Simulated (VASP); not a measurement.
SnO:

```
CELL_PARAMETERS angstrom
3.81370 0.00000 0.00000
0.00000 3.81370 0.00000
0.00000 0.00000 4.88691
ATOMIC_POSITIONS crystal
Sn 0.50000 0.00000 0.76463
Sn 0.00000 0.50000 0.23537
O 0.00000 0.00000 0.00000
O 0.50000 0.50000 0.00000
```

| Quantity | Value |
| --- | --- |
| Program | VASP 6.6.1 |
| Task | relaxation of cell and atoms |
| Functional | PBE |
| Potentials or basis | VASP PAW PBE potentials, release 64 (Sn_d, O) |
| Cutoff | 600 eV |
| k mesh | 7 × 7 × 6 |
| Occupations | fermi-dirac, width 0.05 eV |
| Spin | no spin polarisation |

At the start: pressure 3.8 GPa; volume 17.77 Å³/atom.

Task: How do energy, volume and symmetry change on relaxing?

Result: Over 14 steps the energy falls by 8.9 meV/atom and the volume is 18.81 Å³/atom (+5.9 %); space group P4/nmm (No. 129, to 0.05 Å).

The path:
```csv
step,energy change (eV),largest force (eV/Å),pressure (GPa),volume (Å³)
1,0.0000,0.4547,3.77,71.08
2,-0.0035,0.6835,-2.72,75.46
3,-0.0302,0.1560,0.19,73.28
4,-0.0302,0.1441,0.28,73.23
5,-0.0322,0.0831,0.20,73.57
6,-0.0331,0.0143,0.12,73.95
7,-0.0331,0.0082,0.11,73.98
8,-0.0337,0.0270,-0.04,74.23
9,-0.0342,0.0459,-0.16,74.48
10,-0.0345,0.0837,-0.40,74.98
11,-0.0347,0.0728,-0.35,75.02
12,-0.0353,0.0409,-0.17,75.11
13,-0.0355,0.0244,0.13,75.31
14,-0.0356,0.0055,0.03,75.25
```

Final structure:
```yaml
crystal:
  lattice:
    - [3.86770, 0.00000, 0.00000]
    - [0.00000, 3.86770, 0.00000]
    - [0.00000, 0.00000, 5.03056]
  atoms:
    - { symbol: Sn, position: [0.50000, 0.00000, 0.76898] }
    - { symbol: Sn, position: [0.00000, 0.50000, 0.23102] }
    - { symbol: O, position: [0.00000, 0.00000, 0.00000] }
    - { symbol: O, position: [0.50000, 0.50000, 0.00000] }
```
